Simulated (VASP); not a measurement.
# MoS2 (lda) (P6_3/mmc) in VASP: a series of runs, part 2 of 2

VASP 6.6.1. The steps go on from the part before.

**3. Single point, LDA**

This run uses another cell than the first one, of 17.00 Å³/atom, 0.864 times its volume.

INCAR reads:

```
SYSTEM = MoS2
PREC     = Accurate       ! precision mode
ENCUT    = 520            ! plane-wave cutoff, eV
EDIFF    = 1E-6           ! SCF threshold, eV
ISMEAR   = 0              ! smearing method
SIGMA    = 0.02           ! smearing width, eV
LREAL    = .FALSE.        ! projectors in reciprocal space
LASPH    = .TRUE.         ! aspherical terms in the spheres
NELM     = 60             ! most SCF steps
ALGO     = Normal         ! electronic algorithm
ISIF     = 2              ! what is computed and relaxed
LWAVE    = .FALSE.        ! write WAVECAR
LCHARG   = .FALSE.        ! write CHGCAR
GGA      = CA             ! functional
NBANDS   = 35             ! bands
```

KPOINTS reads:

```
regular mesh
0
G
  12 12 2
  0 0 0
```

POSCAR reads:

```
MoS2
1.0
    3.1223251174      0.0000000028      0.0000000000
   -1.5611625611      2.7040128691      0.0000000000
    0.0000000000      0.0000000000     12.0825710016
Mo S
2 4
Direct
    0.6666666667      0.3333333333      0.2500000000
    0.3333333333      0.6666666667      0.7500000000
    0.6666666667      0.3333333333      0.6213692335
    0.3333333333      0.6666666667      0.3786307665
    0.6666666667      0.3333333333      0.8786307665
    0.3333333333      0.6666666667      0.1213692335
```

Potentials or basis: VASP PAW LDA potentials, release 64 (Mo_sv, S).

The run is started by

```
cat potpaw_LDA.64/Mo_sv/POTCAR potpaw_LDA.64/S/POTCAR > POTCAR
mpirun -np 1 vasp_std > vasp.out
```

OUTCAR:

```text
SYSTEM = MoS2
   PREC = Accurate
   ENCUT = 520
   EDIFF = 1E-6
   ISMEAR = 0
   LREAL = .FALSE.
   LASPH = .TRUE.
   NELM = 60
   ISIF = 2
   GGA = CA

 ion  position               nearest neighbor table
   1  0.667  0.333  0.250-   4 2.38   6 2.38   4 2.38   6 2.38   4 2.38   6 2.38
   2  0.333  0.667  0.750-   3 2.38   5 2.38   3 2.38   5 2.38   3 2.38   5 2.38
   3  0.667  0.333  0.621-   2 2.38   2 2.38   2 2.38
   4  0.333  0.667  0.379-   1 2.38   1 2.38   1 2.38
   5  0.667  0.333  0.879-   2 2.38   2 2.38   2 2.38
   6  0.333  0.667  0.121-   1 2.38   1 2.38   1 2.38

  LATTYP: Found a hexagonal cell.
 ALAT       =     3.1223251174
 C/A-ratio  =     3.8697350684

  Lattice vectors:

 A1 = (   3.1223251174,   0.0000000028,   0.0000000000)
 A2 = (  -1.5611625611,   2.7040128691,   0.0000000000)
 A3 = (   0.0000000000,   0.0000000000,  12.0825710016)

Analysis of symmetry for initial positions (statically):
=====================================================================
 Subroutine PRICEL returns:
 Original cell was already a primitive cell.

 Routine SETGRP: Setting up the symmetry group for a
 hexagonal supercell.

 Subroutine GETGRP returns: Found 24 space group operations
 (whereof 12 operations were pure point group operations)
 out of a pool of 24 trial point group operations.

The static configuration has the point symmetry D_3d.
 The point group associated with its full space group is D_6h.

Analysis of symmetry for dynamics (positions and initial velocities):
=====================================================================
 Subroutine PRICEL returns:
 Original cell was already a primitive cell.

 Routine SETGRP: Setting up the symmetry group for a
 hexagonal supercell.

 Subroutine GETGRP returns: Found 24 space group operations
 (whereof 12 operations were pure point group operations)
 out of a pool of 24 trial point group operations.

The dynamic configuration has the point symmetry D_3d.
[... 131 lines left out ...]
  Thomas-Fermi vector in A             =   2.438470
   LORBIT       =      0    0 simple, 1 ext, 2 COOP (PROOUT), +10 PAW based schemes
   GGA     = CA    functional components
   LHFCALC =     F    Hartree Fock is set to
   AEXX    =    0.0000 exact exchange contribution
   IVDW    =     0    specifies the selected vdW correction
   LEPSILON=     F    determine dielectric tensor
   LRPA    =     F    only Hartree local field effects (RPA)
 non-spin polarized calculation
 Gauss-broadening in eV      SIGMA  =   0.02
  energy-cutoff  :      520.00
  volume of cell :      102.01
 maximum number of plane-waves:      2775
 NGX is ok and might be reduce to    24
   NGX = 11   NGY = 11   NGZ = 45

 number of electron      52.0000004 magnetization

 Free energy of the ion-electron system (eV)
  ---------------------------------------------------
  ext. energy  EPLUGINS =         0.00000000
  ---------------------------------------------------
  free energy    TOTEN  =       -48.95803653 eV

  energy without entropy =      -48.95803653  energy(sigma->0) =      -48.95803653

 E-fermi :   8.2287     XC(G=0): -11.3762

 val. band max:        8.0526531620   @ k =   0.0000   0.0000   0.0000
 cond. band min:       8.7947930497   @ k =   0.1667   0.1667   0.0000
 fundamental gap:      0.7421398877
 Fermi energy:         8.2286595797

 k-point     1 :       0.0000    0.0000    0.0000
  band No.  band energies     occupation
      1     -53.1229      2.00000
      2     -53.1229      2.00000
      3     -27.5163      2.00000
      4     -27.5162      2.00000
      5     -27.2251      2.00000
      6     -27.2251      2.00000
[... 901 lines left out ...]
     34      11.6041      0.00000
     35      14.5860      0.00000

 [... further k-points ...]

------------------------ aborting loop because EDIFF is reached ----------------------------------------

  FORCE on cell =-STRESS in cart. coord.  units (eV):
  Direction    XX          YY          ZZ          XY          YZ          ZX
  --------------------------------------------------------------------------------------
  -------------------------------------------------------------------------------------
  Total        0.0670174      0.0670174      0.0296270      0.0000000     -0.0000000      0.0000000
  in kB        1.0525727      1.0525727      0.4653211      0.0000000     -0.0000000      0.0000000
  external PRESSURE =       0.8568222 kB  Pullay stress =       0.0000000 kB

 VOLUME and BASIS-vectors are now :
 -----------------------------------------------------------------------------
  energy-cutoff  :      520.00
  volume of cell :      102.01
      direct lattice vectors                 reciprocal lattice vectors
     3.122325117  0.000000003  0.000000000     0.320274142  0.184910363  0.000000000
    -1.561162561  2.704012869  0.000000000    -0.000000000  0.369820725  0.000000000
     0.000000000  0.000000000 12.082571002     0.000000000  0.000000000  0.082763842

 POSITION                                       TOTAL-FORCE (eV/Angst)
 -----------------------------------------------------------------------------------
      1.56116      0.90134      3.02064        -0.000000      0.000000      0.000000
     -0.00000      1.80268      9.06193         0.000000     -0.000000      0.000000
      1.56116      0.90134      7.50774         0.000000      0.000000     -0.015564
     -0.00000      1.80268      4.57483        -0.000000     -0.000000      0.015564
      1.56116      0.90134     10.61612         0.000000      0.000000      0.015564
     -0.00000      1.80268      1.46645        -0.000000     -0.000000     -0.015564
 -----------------------------------------------------------------------------------
    total drift:                                0.000000     -0.000000      0.000000

  FREE ENERGIE OF THE ION-ELECTRON SYSTEM (eV)
  ---------------------------------------------------
  free  energy   TOTEN  =       -48.9580365268 eV

  energy  without entropy=      -48.9580365268  energy(sigma->0) =      -48.95803653
```

Run time: 72 s. Hardware: 1 thread of Intel Xeon Platinum 8375C at 2.90GHz (Ice Lake), shared host; peak memory 0.25 GiB.

Results:

* Free energy: -48.9580 eV
* Pressure: 0.1 GPa
* Largest force: 0.016 eV/Å
* Band gap on the k mesh: 0.74 eV, indirect (least direct gap 1.77 eV)

Forces in eV/Å, atoms in the order of the input:
```
Mo   0.000  0.000  0.000
Mo   0.000  0.000  0.000
S    0.000  0.000 -0.016
S    0.000  0.000  0.016
S    0.000  0.000  0.016
S    0.000  0.000 -0.016
```

A k mesh can miss the band edges. Expect the measured gap to be larger: semilocal functionals such as LDA lack the derivative discontinuity.

**4. Single point, LDA**

This run uses another cell than the first one, of 17.00 Å³/atom, 0.864 times its volume.

INCAR reads:

```
PREC     = Accurate       # precision mode
ENCUT    = 520            # plane-wave cutoff, eV
EDIFF    = 1E-6           # SCF threshold, eV
ISMEAR   = 0              # smearing method
SIGMA    = 0.02           # smearing width, eV
LREAL    = False          # projectors in reciprocal space
LASPH    = True           # aspherical terms in the spheres
NELM     = 60             # most SCF steps
ALGO     = Normal         # electronic algorithm
ISIF     = 2              # what is computed and relaxed
LWAVE    = False          # write WAVECAR
LCHARG   = False          # write CHGCAR
GGA      = CA             # functional
NBANDS   = 35             # bands
```

KPOINTS reads:

```
Automatic mesh
0
Gamma
  12 12 4
```

POSCAR is that of step 3.

The run is started by

```
cat potpaw_LDA.64/Mo_sv/POTCAR potpaw_LDA.64/S/POTCAR > POTCAR
mpirun -np 1 vasp_std > vasp.out
```

Wall time 2 min (1 thread of Intel Xeon Platinum 8375C at 2.90GHz (Ice Lake), shared host); peak memory 0.28 GiB.

The run converged. Its results:

* Free energy: -48.9583 eV
* Pressure: 0.1 GPa
* Largest force: 0.016 eV/Å
* Band gap on the k mesh: 0.74 eV, indirect (least direct gap 1.77 eV)

Forces on the atoms (eV/Å):
```
Mo   0.000  0.000  0.000
Mo   0.000  0.000  0.000
S    0.000  0.000 -0.016
S    0.000  0.000  0.016
S    0.000  0.000  0.016
S    0.000  0.000 -0.016
```

Levels at points of the mesh, in eV from the valence-band top:
```
           k point  band 22  band 23  band 24  band 25  band 26  band 27  band 28  band 29  band 30  band 31
(0.00, 0.00, 0.00)    -2.20    -2.20    -1.40    -1.15     0.00     2.14     2.14     2.18     2.18     2.33
(0.50, 0.00, 0.00)    -2.59    -1.76    -1.53    -1.51    -1.39     1.67     1.72     2.02     2.37     2.81
(0.00, 0.00, 0.50)    -2.23    -2.23    -2.23    -0.29    -0.29     2.15     2.15     2.15     2.15     2.45
(0.50, 0.00, 0.50)    -2.77    -1.63    -1.63    -1.45    -1.45     1.69     1.69     2.21     2.21     3.21
```

A k mesh can miss the band edges. Expect the measured gap to be larger: semilocal functionals such as LDA lack the derivative discontinuity.

**5. Relaxation of cell and atoms, LDA**

INCAR reads:

```
SYSTEM = MoS2
PREC = Accurate
ENCUT = 600
EDIFF = 1E-6
ISMEAR = 0
SIGMA = 0.02
LREAL = .False.
LASPH = .True.
NELM = 60
ALGO = Normal
ISIF = 3
LWAVE = .False.
LCHARG = .False.
IBRION = 2
NSW = 100
EDIFFG = -0.002
```

KPOINTS reads:

```
regular mesh
0
Gamma
  12 12 2
  0 0 0
```

POSCAR reads:

```
MoS2
1.0
    3.1922379100      0.0000000000      0.0000000000
   -1.5961189600      2.7645591300      0.0000000000
    0.0000000000      0.0000000000     13.3782940000
Mo S
2 4
Direct
    0.6666666700      0.3333333300      0.2500000000
    0.3333333300      0.6666666700      0.7500000000
    0.6666666700      0.3333333300      0.6330820000
    0.3333333300      0.6666666700      0.3669180000
    0.6666666700      0.3333333300      0.8669180000
    0.3333333300      0.6666666700      0.1330820000
```

The run is started by

```
cat potpaw_LDA.64/Mo_sv/POTCAR potpaw_LDA.64/S/POTCAR > POTCAR
mpirun -np 1 vasp_std > vasp.out
```

Run time: 29 min. Hardware: 1 thread of Intel Xeon Platinum 8375C at 2.90GHz (Ice Lake), shared host; peak memory 0.33 GiB.

It converged, with:

| Property | Result |
| --- | --- |
| Free energy | -48.9631 eV |
| Relaxed volume | 17.01 Å³/atom |
| Relaxed cell | a = 3.124 Å, b = 3.124 Å, c = 12.080 Å, α = 90.00°, β = 90.00°, γ = 120.00° |
| Space group after relaxing (to 0.05 Å) | P6_3/mmc (No. 194) |
| Energy gained by relaxing | 37.4 meV/atom |
| Ionic steps | 26 |
| Pressure after relaxing | 0.0 GPa |
| Band gap on the k mesh | 0.74 eV, indirect (least direct gap 1.77 eV) |

The path:
```csv
step,energy change (eV),largest force (eV/Å),pressure (GPa),volume (Å³)
1,0.0000,0.5737,-7.10,118.07
2,0.3987,2.4116,17.12,103.77
3,-0.1309,0.2882,-0.53,113.03
4,-0.1310,0.3113,-0.37,112.91
5,-0.1462,0.0973,-0.20,111.80
6,-0.1462,0.0841,-0.17,111.73
7,-0.1503,0.0966,-0.09,111.29
8,-0.1622,0.1365,0.22,109.95
9,-0.1839,0.2268,0.93,107.27
10,-0.2018,0.4399,3.06,101.96
11,-0.2026,0.4329,3.03,101.91
12,-0.2046,0.4135,2.92,101.77
13,-0.2082,0.3740,2.73,101.50
14,-0.2134,0.2955,2.36,100.94
15,-0.2146,0.1387,1.71,99.83
16,-0.2156,0.1980,1.95,100.24
17,-0.2175,0.1765,1.72,100.46
18,-0.2218,0.1126,1.06,101.12
19,-0.2241,0.0151,-0.20,102.44
20,-0.2243,0.0099,0.03,102.18
21,-0.2243,0.0136,0.06,102.14
22,-0.2243,0.0122,0.06,102.13
23,-0.2243,0.0078,0.05,102.11
24,-0.2243,0.0012,0.01,102.05
25,-0.2243,0.0032,0.01,102.08
26,-0.2243,0.0014,0.01,102.07
```

Final structure:
```
CELL_PARAMETERS angstrom
3.12357 0.00000 0.00000
-1.56178 2.70509 0.00000
0.00000 0.00000 12.07956
ATOMIC_POSITIONS crystal
Mo 0.66667 0.33333 0.25000
Mo 0.33333 0.66667 0.75000
S 0.66667 0.33333 0.62132
S 0.33333 0.66667 0.37868
S 0.66667 0.33333 0.87868
S 0.33333 0.66667 0.12132
```

Levels at points of the mesh, in eV from the valence-band top:
```csv
k point,band 23,band 24,band 25,band 26,band 27,band 28,band 29,band 30
"(0.00, 0.00, 0.00)",-2.20,-1.40,-1.14,0.00,2.14,2.14,2.17,2.17
"(0.50, 0.00, 0.00)",-1.76,-1.53,-1.51,-1.39,1.66,1.72,2.02,2.37
"(0.00, 0.00, 0.50)",-2.23,-2.23,-0.29,-0.29,2.14,2.14,2.14,2.14
"(0.50, 0.00, 0.50)",-1.64,-1.64,-1.45,-1.45,1.68,1.68,2.21,2.21
```

**6. Summary**

| task | cell | k mesh | cutoff (eV) | smearing | gap on the mesh (eV) | pressure (GPa) | largest force (eV/Å) |
| --- | --- | --- | --- | --- | --- | --- | --- |
| single point | a = 3.192, b = 3.192, c = 13.378 Å, angles 90.0, 90.0, 120.0°, 6 atoms | 6 × 6 × 2 | 520 | gaussian 0.1 eV | 1.19 | -7.1 | 0.57 |
| single point | a = 3.122, b = 3.122, c = 12.083 Å, angles 90.0, 90.0, 120.0°, 6 atoms | 12 × 12 × 2 | 520 | gaussian 0.02 eV | 0.74 | 0.1 | 0.02 |
| single point | a = 3.122, b = 3.122, c = 12.083 Å, angles 90.0, 90.0, 120.0°, 6 atoms | 12 × 12 × 4 | 520 | gaussian 0.02 eV | 0.74 | 0.1 | 0.02 |
| relaxation of cell and atoms | relaxed from a = 3.192, b = 3.192, c = 13.378 Å, angles 90.0, 90.0, 120.0°, 6 atoms | 12 × 12 × 2 | 600 | gaussian 0.02 eV | 0.74 | 0.0 | - |

Alike in all rows: level LDA; potentials or basis VASP PAW LDA potentials, release 64 (Mo_sv, S); no spin polarisation.

Total energies depend on the potentials used, so only differences within one code and one set of settings carry meaning.
